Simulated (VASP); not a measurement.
Write the native input for VASP 6.6.1 that does the following.

- Task: single point
- Functional: LDA
- Potentials or basis: VASP PAW LDA potentials, release 64 (Si, C)
- Cutoff: 520 eV
- k mesh: 10 × 10 × 10
- Occupations: gaussian, width 0.01 eV
- Spin: no spin polarisation
- Dipole correction: no
- Further INCAR settings: ALGO = Normal; EDIFF = 1e-06; NBANDS = 11

The structure of SiC (3C silicon carbide) lies in POSCAR:

```
SiC
1.0
    0.0000000000      2.1644917128      2.1644917128
    2.1644917128      0.0000000000      2.1644917128
    2.1644917128      2.1644917128      0.0000000000
Si C
1 1
Direct
    0.0000000000      0.0000000000      0.0000000000
    0.2500000000      0.2500000000      0.2500000000
```

These files were run (other wordings do the same):

INCAR

```
SYSTEM = SiC
PREC = Accurate
ENCUT = 520
EDIFF = 1E-6
ISMEAR = 0
SIGMA = 0.01
LREAL = .False.
LASPH = .True.
NELM = 60
ALGO = Normal
ISIF = 2
LWAVE = .False.
LCHARG = .False.
NBANDS = 11
```

KPOINTS

```
regular mesh
0
Gamma
  10 10 10
  0 0 0
```

Potentials or basis: VASP PAW LDA potentials, release 64 (Si, C).

Command:

```console
$ cat potpaw_LDA.64/Si/POTCAR potpaw_LDA.64/C/POTCAR > POTCAR
$ mpirun -np 1 vasp_std > vasp.out
```

Results of the run:

The pressure is 0.4 GPa. The band gap on the k mesh is 1.29 eV, indirect (least direct gap 4.52 eV).

It took 4.4 s on 1 thread of Intel Xeon 6975P-C (shared host), peak memory 0.12 GiB.
